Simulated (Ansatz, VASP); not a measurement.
**InSe in VASP and in Ansatz**

File INCAR:

```
PREC = Accurate
ENCUT = 520
EDIFF = 1E-6
ISMEAR = -1
SIGMA = 0.02
LREAL = False
LASPH = True
NELM = 80
ALGO = Normal
ISIF = 2
LWAVE = False
LCHARG = False
NBANDS = 27
```

Contents of KPOINTS:

```
regular mesh
0
Gamma
  7 7 7
```

File POSCAR:

```
InSe
1.0
    1.9874512734      1.1474555277      8.1277512801
   -1.9874512734      1.1474555277      8.1277512801
    0.0000000000     -2.2949110554      8.1277512801
In Se
2 2
Direct
   -0.0005544345     -0.0005544345     -0.0005544345
    0.1119220368      0.1119220368      0.1119220368
    0.6141719878      0.6141719878      0.6141719878
    0.8304604099      0.8304604099      0.8304604099
```

Input for Ansatz:

```yaml
crystal:
  lattice:
    - [1.9874512734, 1.1474555277, 8.1277512801]
    - [-1.9874512734, 1.1474555277, 8.1277512801]
    - [0.0, -2.2949110554, 8.1277512801]
  atoms:
    - { symbol: In, position: [-0.0005544345, -0.0005544345, -0.0005544345] }
    - { symbol: In, position: [0.1119220368, 0.1119220368, 0.1119220368] }
    - { symbol: Se, position: [0.6141719878, 0.6141719878, 0.6141719878] }
    - { symbol: Se, position: [0.8304604099, 0.8304604099, 0.8304604099] }
kpoints:
  mp_grid: { grid: [7, 7, 7] }
scf:
  occupations: { method: fermi_dirac, width: 0.02 }
hamiltonian:
  xc: lda
  pseudopotentials: { kind: paw }
output:
  forces: true
  stress: true
  eigenvalues: true
  populations: true
```

Alike in both runs: task single point; functional LDA; k mesh 7 × 7 × 7; occupations fermi-dirac, width 0.02 eV; no spin polarisation.

|  | VASP | Ansatz |
| --- | --- | --- |
| version | VASP 6.6.1 | Ansatz 0.2.0 |
| potentials or method | VASP PAW LDA potentials, release 64 (In_d, Se) | PAW with Ansatz's default frozen-core files, scalar-relativistic |
| plane-wave cutoff (eV) | 520 | 420 |
| valence electrons in the cell | 38 | 58 |

```csv
,VASP,Ansatz,Ansatz less VASP
pressure (GPa),0.2,0.0,-0.16
rms of the force components (eV/Å),0.013,0.001,-0.0124
```

LDA's correlation is that of Perdew and Zunger in VASP and of Perdew and Wang (1992) in Ansatz. Atom by atom the forces differ by 0.012 eV/Å (rms over components). VASP's potentials hold 38 valence electrons a cell and Ansatz's 58, so a difference there can come from the potentials and not from the codes.
